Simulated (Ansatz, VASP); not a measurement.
# One calculation of TiO2, two programs

```
Ti O
1.0
     3.97099    0.00000    0.00000
     0.00000    3.97099    0.00000
     0.00000    0.00000    3.92211
Ti O
2 4
Direct
  0.00000 0.50000 0.31166
  0.50000 0.00000 0.68834
  0.50000 0.24080 0.25128
  0.50000 0.75920 0.25128
  0.24080 0.50000 0.74872
  0.75920 0.50000 0.74872
```

Alike in both runs: functional PBE; k mesh 4 × 4 × 4; occupations gaussian, width 0.1 eV; collinear spin.

Ansatz relaxed the structure, and its values are those at the end. VASP's run is a single point on that final structure, the one shown.

|  | VASP | Ansatz |
| --- | --- | --- |
| version | VASP 6.6.1 | Ansatz 0.2.0 |
| potentials or method | VASP PAW PBE potentials, release 64 (Ti_sv, O), cutoff 520 eV | scalar-relativistic, plane waves, PAW |
| valence electrons in the cell | 48 | 48 |

Ansatz gave:

```
gap on the k mesh at the Fermi level (eV)                     : none
pressure (GPa)                                                : 0.0
rms of the force components (eV/Å)                            : 0.006
net moment per atom (μB)                                      : 0.13
size of the moment on the site where the two differ most (μB) : 0.16
```

Estimate VASP's values.

gap on the k mesh at the Fermi level (eV): none; pressure (GPa): 0.4; rms of the force components (eV/Å): 0.083; net moment per atom (μB): 0.00; size of the moment on the site where the two differ most (μB): 0.00.

The net moments are unlike, so the other rows may belong to different states. Site moments also hang on the region over which each program counts them. A gap of «none» marks a metal or a gap that the smearing closes.

The k mesh is coarse, so the values compare programs but aren't converged.
